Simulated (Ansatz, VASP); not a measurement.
# MgO: VASP beside Ansatz

```xyz
2
Lattice="0.0187 2.0999 2.0999 2.0999 0.0187 2.0999 2.0999 2.0999 0.0187" Properties=species:S:1:pos:R:3 pbc="T T T"
Mg    0.0000    0.0000    0.0000
O     2.1092    2.1092    2.1092
```

Change from the starting cell: epitaxial_111 strain -1.0%.

Alike in both runs: task single point; functional PBE; k mesh 10 × 10 × 10; occupations fermi-dirac, width 0.02 eV; no spin polarisation.

|  | VASP | Ansatz |
| --- | --- | --- |
| version | VASP 6.6.1 | Ansatz 0.2.0 |
| potentials or method | VASP PAW PBE potentials, release 64 (Mg, O) | plane waves, PAW |
| plane-wave cutoff (eV) | 520 | 420 |
| valence electrons in the cell | 8 | 16 |

VASP gave:

```
gap on the k mesh at the Fermi level (eV)                     : 4.91
pressure (GPa)                                                : 7.9
traceless stress, the component that is largest in VASP (GPa) : -1.38
```

Task: What did Ansatz give for the same quantities?

Result: gap on the k mesh at the Fermi level (eV): 4.92; pressure (GPa): 8.6; traceless stress, the component that is largest in VASP (GPa): -1.37.

VASP's potentials hold 8 valence electrons a cell and Ansatz's 16, so a difference there can come from the potentials and not from the codes.
